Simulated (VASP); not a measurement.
# PC4 (P-3m1) in VASP: notebook

PC4 is run at these levels: PBE; tasks: single point, relaxation of cell and atoms.

All numbers are computed with VASP 6.6.1; they aren't measurements. Logs are shortened: lines on timing, memory, paths and dates and some standing lists are left out, and cuts for length are marked.

## (1) The cell of the first run

The structure is trigonal, space group P-3m1 (No. 164). Conventional cell: a = 2.841 Å, b = 2.841 Å, c = 9.134 Å, α = 90.00°, β = 90.00°, γ = 120.00°. Within 2.7 Å of P (site symmetry -3m) lie 6 C at 2.05 Å. Within 3.0 Å of C (site symmetry 3m) lie 3 P at 2.05 Å and 12 C at 2.76 to 2.95 Å. Within 3.6 Å of C (site symmetry 3m) lie 12 C at 2.76 to 2.84 Å.

The cell was built from a structure type or drawn by symmetry, and may not be a known phase.

## (2) Single point, PBE

INCAR

```
SYSTEM = PC4
  ALGO = Normal
  EDIFF = 1E-6
  ENCUT = 520
  GGA = PE
  ISIF = 2
  ISMEAR = 0
  LASPH = .TRUE.
  LCHARG = .FALSE.
  LREAL = .FALSE.
  LWAVE = .FALSE.
  NBANDS = 18
  NELM = 60
  PREC = Accurate
  SIGMA = 0.1
```

KPOINTS

```
k-points
0
G
  6 6 2
  0 0 0
```

POSCAR

```
PC4
1.0
    2.8406876000      0.0000000000      0.0000000000
   -1.4203438000      2.4601076200      0.0000000000
    0.0000000000      0.0000000000      9.1341780800
P C
1 4
Direct
    0.0000000000      0.0000000000      0.0000000000
    0.3333333300      0.6666666700      0.8658552800
    0.3333333300      0.6666666700      0.3767953500
    0.6666666700      0.3333333300      0.1341447200
    0.6666666700      0.3333333300      0.6232046500
```

Potentials or basis: VASP PAW PBE potentials, release 64 (P, C).

On the command line:

```console
$ cat potpaw_PBE.64/P/POTCAR potpaw_PBE.64/C/POTCAR > POTCAR
$ mpirun -np 1 vasp_std > vasp.out
```

OUTCAR:

```text
SYSTEM = PC4
   EDIFF = 1E-6
   ENCUT = 520
   GGA = PE
   ISIF = 2
   ISMEAR = 0
   LASPH = .TRUE.
   LREAL = .FALSE.
   NELM = 60
   PREC = Accurate

 ion  position               nearest neighbor table
   1  0.000  0.000  0.000-   2 2.05   4 2.05   2 2.05   4 2.05   4 2.05   2 2.05
   2  0.333  0.667  0.866-   1 2.05   1 2.05   1 2.05
   3  0.333  0.667  0.377-
   4  0.667  0.333  0.134-   1 2.05   1 2.05   1 2.05
   5  0.667  0.333  0.623-

  LATTYP: Found a hexagonal cell.
 ALAT       =     2.8406876000
 C/A-ratio  =     3.2154813785

  Lattice vectors:

 A1 = (   2.8406876000,   0.0000000000,   0.0000000000)
 A2 = (  -1.4203438000,   2.4601076200,   0.0000000000)
 A3 = (   0.0000000000,   0.0000000000,   9.1341780800)

Analysis of symmetry for initial positions (statically):
=====================================================================
 Subroutine PRICEL returns:
 Original cell was already a primitive cell.

 Routine SETGRP: Setting up the symmetry group for a
 hexagonal supercell.

 Subroutine GETGRP returns: Found 12 space group operations
 (whereof 12 operations were pure point group operations)
 out of a pool of 24 trial point group operations.

The static configuration has the point symmetry D_3d.

Analysis of symmetry for dynamics (positions and initial velocities):
=====================================================================
 Subroutine PRICEL returns:
 Original cell was already a primitive cell.

 Routine SETGRP: Setting up the symmetry group for a
 hexagonal supercell.

 Subroutine GETGRP returns: Found 12 space group operations
 (whereof 12 operations were pure point group operations)
 out of a pool of 24 trial point group operations.

The dynamic configuration has the point symmetry D_3d.

 Subroutine INISYM returns: Found 12 space group operations
 (whereof 12 operations are pure point group operations),
 and found     1 'primitive' translations

----------------------------------------------------------------------------------------

                                     Primitive cell

  volume of cell :      63.8333

  direct lattice vectors                    reciprocal lattice vectors
     2.840687600  0.000000000  0.000000000     0.352027446  0.203243141  0.000000000
    -1.420343800  2.460107620  0.000000000     0.000000000  0.406486282  0.000000000
     0.000000000  0.000000000  9.134178080     0.000000000  0.000000000  0.109478925

  length of vectors
     2.840687600  2.840687595  9.134178080     0.406486281  0.406486282  0.109478925

  position of ions in fractional coordinates (direct lattice)
     0.000000000  0.000000000  0.000000000
     0.333333330  0.666666670  0.865855280
     0.333333330  0.666666670  0.376795350
     0.666666670  0.333333330  0.134144720
     0.666666670  0.333333330  0.623204650

  ion indices of the primitive-cell ions
   primitive index   ion index
                 1           1
                 2           2
                 3           3
                 4           4
                 5           5

----------------------------------------------------------------------------------------

 KPOINTS: k-points

Automatic generation of k-mesh.
 Grid dimensions read from file:
 generate k-points for:    6    6    2

 Generating k-lattice:

  Cartesian coordinates                     Fractional coordinates (reciprocal lattice)
     0.058671241  0.033873857  0.000000000     0.166666667  0.000000000  0.000000000
     0.000000000  0.067747714  0.000000000     0.000000000  0.166666667  0.000000000
     0.000000000  0.000000000  0.054739463     0.000000000  0.000000000  0.500000000

  Length of vectors
     0.067747714  0.067747714  0.054739463

  Shift w.r.t. Gamma in fractional coordinates (k-lattice)
     0.000000000  0.000000000  0.000000000

 Subroutine IBZKPT returns following result:
 ===========================================

 Found     14 irreducible k-points:

 Following reciprocal coordinates:
            Coordinates               Weight
  0.000000  0.000000  0.000000      1.000000
  0.166667 -0.000000  0.000000      6.000000
  0.333333  0.000000  0.000000      6.000000
  0.500000  0.000000  0.000000      3.000000
  0.166667  0.166667  0.000000      6.000000
  0.333333  0.166667  0.000000     12.000000
  0.333333  0.333333  0.000000      2.000000
  0.000000  0.000000  0.500000      1.000000
  0.166667 -0.000000  0.500000      6.000000
  0.333333  0.000000  0.500000      6.000000
  0.500000  0.000000  0.500000      3.000000
  0.166667  0.166667  0.500000      6.000000
  0.333333  0.166667  0.500000     12.000000
  0.333333  0.333333  0.500000      2.000000
   k-points           NKPTS =     14   k-points in BZ     NKDIM =     14   number of bands    NBANDS=     18
   number of dos      NEDOS =    301   number of ions     NIONS =      5
   total plane-waves  NPLWV =  40320
   dimension x,y,z NGX =    24 NGY =   24 NGZ =   70
   dimension x,y,z NGXF=    48 NGYF=   48 NGZF=  140
   ions per type =               1   4
   NGX,Y,Z   is equivalent  to a cutoff of  14.05, 14.05, 12.74 a.u.
   NGXF,Y,Z  is equivalent  to a cutoff of  28.09, 28.09, 25.48 a.u.
 SYSTEM =  PC4
   PREC   = accura    normal or accurate (medium, high low for compatibility)
   ISTART =      0    job   : 0-new  1-cont  2-samecut
   ICHARG =      2    charge: 1-file 2-atom 10-const
   ISPIN  =      1    spin polarized calculation?
   LNONCOLLINEAR =      F non collinear calculations
   LSORBIT =      F    spin-orbit coupling
   LASPH  =      T    aspherical Exc in radial PAW
   ENCUT  =  520.0 eV  38.22 Ry    6.18 a.u.   5.28  5.28 16.98*2*pi/ulx,y,z
   NELM   =     60;   NELMIN=  2; NELMDL= -5     # of ELM steps
   EDIFF  = 0.1E-05   stopping-criterion for ELM
   LREAL  =      F    real-space projection
   EDIFFG = 0.1E-04   stopping-criterion for IOM
   NSW    =      0    number of steps for IOM
   IBRION =     -1    ionic relax: 0-MD 1-quasi-New 2-CG
   NFREE  =      0    steps in history (QN), initial steepest desc. (CG)
   ISIF   =      2    stress and relaxation
   ISYM   =      2    0-nonsym 1-usesym 2-fastsym
   POTIM  = 0.5000    time-step for ionic-motion
   TEBEG  =    0.0;   TEEND  =   0.0 temperature during run
   PSTRESS=    0.0 pullay stress
   NELECT =      21.0000    total number of electrons
   NUPDOWN=      -1.0000    fix difference up-down
   EMIN   =  10.00;   EMAX   =-10.00  energy-range for DOS
   EFERMI =   0.00;   METHOD = LEGACY
   ISMEAR =     0;   SIGMA  =   0.10  broadening in eV -4-tet -1-fermi 0-gaus
   EFERMI_NEDOS =   21; number of points for ismear=-14 and -15
   IALGO  =     38    algorithm
   IMIX   =      4    mixing-type and parameters
     AMIX     =   0.40;   BMIX     =  1.00
     AMIX_MAG =   1.60;   BMIX_MAG =  1.00
  volume/ion in A,a.u.               =      12.77        86.15
  Fermi-wavevector in a.u.,A,eV,Ry     =   1.130140  2.135655 17.377584  1.277216
  Thomas-Fermi vector in A             =   2.266836
   LORBIT       =      0    0 simple, 1 ext, 2 COOP (PROOUT), +10 PAW based schemes
   GGA     = PE    functional components
   LHFCALC =     F    Hartree Fock is set to
   AEXX    =    0.0000 exact exchange contribution
   IVDW    =     0    specifies the selected vdW correction
   LEPSILON=     F    determine dielectric tensor
   LRPA    =     F    only Hartree local field effects (RPA)
 non-spin polarized calculation
 Gauss-broadening in eV      SIGMA  =   0.10
  energy-cutoff  :      520.00
  volume of cell :       63.83
 maximum number of plane-waves:      1732
 NGX is ok and might be reduce to    24
   NGX = 11   NGY = 11   NGZ = 33

 number of electron      21.0000001 magnetization

 Free energy of the ion-electron system (eV)
  ---------------------------------------------------
  ext. energy  EPLUGINS =         0.00000000
  ---------------------------------------------------
  free energy    TOTEN  =       -23.52972853 eV

  energy without entropy =      -23.51742629  energy(sigma->0) =      -23.52357741

 E-fermi :   3.2313     XC(G=0): -10.2396

 val. band max:        3.0957499096   @ k =   0.1667   0.1667   0.5000
 cond. band min:       3.2664745314   @ k =   0.1667   0.1667   0.5000
 fundamental gap:      0.1707246218
 Fermi energy:         3.2312855591

 k-point     1 :       0.0000    0.0000    0.0000
  band No.  band energies     occupation
      1     -13.8759      2.00000
      2      -8.8313      2.00000
      3      -7.9374      2.00000
      4      -5.8269      2.00000
      5      -2.1276      2.00000
      6       2.2402      2.00000
[... 10 lines left out ...]
     17       9.4735      0.00000
     18       9.9831      0.00000

 k-point     2 :       0.1667   -0.0000    0.0000
  band No.  band energies     occupation
      1     -13.2718      2.00000
      2      -8.3342      2.00000
      3      -7.4523      2.00000
      4      -5.4369      2.00000
      5      -1.6701      2.00000
      6       0.5688      2.00000
[... 10 lines left out ...]
     17       8.4125      0.00000
     18      10.7173      0.00000

 k-point     3 :       0.3333    0.0000    0.0000
  band No.  band energies     occupation
      1     -11.4886      2.00000
      2      -7.0959      2.00000
      3      -6.1248      2.00000
      4      -4.7265      2.00000
      5      -3.5703      2.00000
      6      -0.8834      2.00000
[... 10 lines left out ...]
     17       6.9401      0.00000
     18      11.2205      0.00000

 k-point     4 :       0.5000    0.0000    0.0000
  band No.  band energies     occupation
      1      -8.7905      2.00000
      2      -8.5713      2.00000
      3      -4.9113      2.00000
      4      -4.6463      2.00000
      5      -3.6877      2.00000
      6      -2.9607      2.00000
[... 10 lines left out ...]
     17       6.4964      0.00000
     18      10.8090      0.00000

 k-point     5 :       0.1667    0.1667    0.0000
  band No.  band energies     occupation
      1     -12.0771      2.00000
      2      -7.4167      2.00000
      3      -6.5381      2.00000
      4      -4.7873      2.00000
      5      -2.0188      2.00000
      6      -1.0008      2.00000
[... 10 lines left out ...]
     17       8.2617      0.00000
     18      10.8957      0.00000

 k-point     6 :       0.3333    0.1667    0.0000
  band No.  band energies     occupation
      1      -9.7606      2.00000
      2      -6.8873      2.00000
      3      -5.0902      2.00000
      4      -4.8737      2.00000
      5      -3.9833      2.00000
      6      -2.3484      2.00000
[... 10 lines left out ...]
     17       7.5489      0.00000
     18      11.2955      0.00000

 k-point     7 :       0.3333    0.3333    0.0000
  band No.  band energies     occupation
      1      -7.1824      2.00000
      2      -7.1824      2.00000
      3      -6.8893      2.00000
      4      -4.1916      2.00000
      5      -4.1916      2.00000
      6      -1.5231      2.00000
[... 10 lines left out ...]
     17       7.3391      0.00000
     18      11.7248      0.00000

 k-point     8 :       0.0000    0.0000    0.5000
  band No.  band energies     occupation
      1     -13.8753      2.00000
      2      -8.9771      2.00000
      3      -7.4769      2.00000
      4      -6.3586      2.00000
      5      -1.2038      2.00000
      6       0.3241      2.00000
[... 10 lines left out ...]
     17       9.5171      0.00000
     18       9.9815      0.00000

 k-point     9 :       0.1667   -0.0000    0.5000
  band No.  band energies     occupation
      1     -13.2712      2.00000
      2      -8.4746      2.00000
      3      -7.0155      2.00000
      4      -5.9209      2.00000
      5      -0.9073      2.00000
      6       0.4065      2.00000
[... 10 lines left out ...]
     17       8.4048      0.00000
     18      10.7169      0.00000

 k-point    10 :       0.3333    0.0000    0.5000
  band No.  band energies     occupation
      1     -11.4879      2.00000
      2      -7.1817      2.00000
      3      -5.8912      2.00000
      4      -4.8319      2.00000
      5      -3.7231      2.00000
      6      -0.8842      2.00000
[... 10 lines left out ...]
     17       6.8452      0.00000
     18      11.1885      0.00000

 k-point    11 :       0.5000    0.0000    0.5000
  band No.  band energies     occupation
      1      -8.7903      2.00000
      2      -8.5701      2.00000
      3      -5.0960      2.00000
      4      -4.3139      2.00000
      5      -3.8650      2.00000
      6      -2.8813      2.00000
[... 10 lines left out ...]
     17       6.2133      0.00000
     18      10.7828      0.00000

 k-point    12 :       0.1667    0.1667    0.5000
  band No.  band energies     occupation
      1     -12.0765      2.00000
      2      -7.5367      2.00000
      3      -6.1777      2.00000
      4      -5.1399      2.00000
      5      -1.9801      2.00000
      6      -1.0784      2.00000
[... 10 lines left out ...]
     17       8.2984      0.00000
     18      10.8378      0.00000

 k-point    13 :       0.3333    0.1667    0.5000
  band No.  band energies     occupation
      1      -9.7600      2.00000
      2      -6.8918      2.00000
      3      -5.2772      2.00000
      4      -4.4566      2.00000
      5      -4.1955      2.00000
      6      -2.3757      2.00000
[... 10 lines left out ...]
     17       7.5920      0.00000
     18      11.3230      0.00000

 k-point    14 :       0.3333    0.3333    0.5000
  band No.  band energies     occupation
      1      -7.1817      2.00000
      2      -7.1817      2.00000
      3      -6.8891      2.00000
      4      -4.2030      2.00000
      5      -4.2030      2.00000
      6      -1.5328      2.00000
[... 10 lines left out ...]
     17       7.4955      0.00000
     18      11.8379      0.00000

------------------------ aborting loop because EDIFF is reached ----------------------------------------

  FORCE on cell =-STRESS in cart. coord.  units (eV):
  Direction    XX          YY          ZZ          XY          YZ          ZX
  --------------------------------------------------------------------------------------
  -------------------------------------------------------------------------------------
  Total       -5.6224191     -5.6224191    -14.9172407      0.0000000     -0.0000000      0.0000000
  in kB     -141.1194073   -141.1194067   -374.4139513      0.0000000     -0.0000000      0.0000000
  external PRESSURE =    -218.8842551 kB  Pullay stress =       0.0000000 kB

 VOLUME and BASIS-vectors are now :
 -----------------------------------------------------------------------------
  energy-cutoff  :      520.00
  volume of cell :       63.83
      direct lattice vectors                 reciprocal lattice vectors
     2.840687600  0.000000000  0.000000000     0.352027446  0.203243141  0.000000000
    -1.420343800  2.460107620  0.000000000     0.000000000  0.406486282  0.000000000
     0.000000000  0.000000000  9.134178080     0.000000000  0.000000000  0.109478925

 POSITION                                       TOTAL-FORCE (eV/Angst)
 -----------------------------------------------------------------------------------
      0.00000      0.00000      0.00000         0.000000      0.000000      0.000000
     -0.00000      1.64007      7.90888         0.000000      0.000000      2.268479
     -0.00000      1.64007      3.44172        -0.000000     -0.000000     -0.183281
      1.42034      0.82004      1.22530        -0.000000      0.000000     -2.268479
      1.42034      0.82004      5.69246         0.000000      0.000000      0.183281
 -----------------------------------------------------------------------------------
    total drift:                               -0.000000     -0.000000     -0.000000

  FREE ENERGIE OF THE ION-ELECTRON SYSTEM (eV)
  ---------------------------------------------------
  free  energy   TOTEN  =       -23.5297285305 eV

  energy  without entropy=      -23.5174262904  energy(sigma->0) =      -23.52357741
```

It took 19 s on 1 thread of Intel Xeon Platinum 8488C (Sapphire Rapids), shared host; peak memory 0.18 GiB.

Results:

```yaml
Free_energy: -23.5297 eV
Pressure: -21.9 GPa
Largest_force: 2.268 eV/Å
Band_gap_on_the_k_mesh: zero (an odd number of electrons rules out a gap without spin polarisation)
```

Forces in eV/Å, atoms in the order of the input:
```
P    0.000  0.000  0.000
C    0.000  0.000  2.268
C    0.000  0.000 -0.183
C    0.000  0.000 -2.268
C    0.000  0.000  0.183
```

Levels at points of the mesh, in eV from the Fermi level:
| k point | band 7 | band 8 | band 9 | band 10 | band 11 | band 12 | band 13 | band 14 |
| --- | --- | --- | --- | --- | --- | --- | --- | --- |
| (0.00, 0.00, 0.00) | -0.49 | 0.76 | 0.76 | 1.12 | 1.12 | 2.75 | 2.75 | 3.10 |
| (0.50, 0.00, 0.00) | -2.95 | -2.58 | -2.35 | -1.59 | 0.20 | 0.65 | 1.02 | 1.29 |
| (0.00, 0.00, 0.50) | 0.76 | 0.76 | 1.13 | 1.13 | 1.57 | 2.27 | 2.73 | 2.73 |
| (0.50, 0.00, 0.50) | -3.23 | -2.58 | -2.47 | -0.85 | -0.30 | 0.59 | 1.08 | 1.55 |

Caveat: the k points lie up to 0.43 Å⁻¹ apart, too coarse for converged energies and pressures of a metal; forces of over 1 eV/Å act on the atoms, so gaps and moduli don't describe the material at rest.

(Continued in part 2 of 2.)
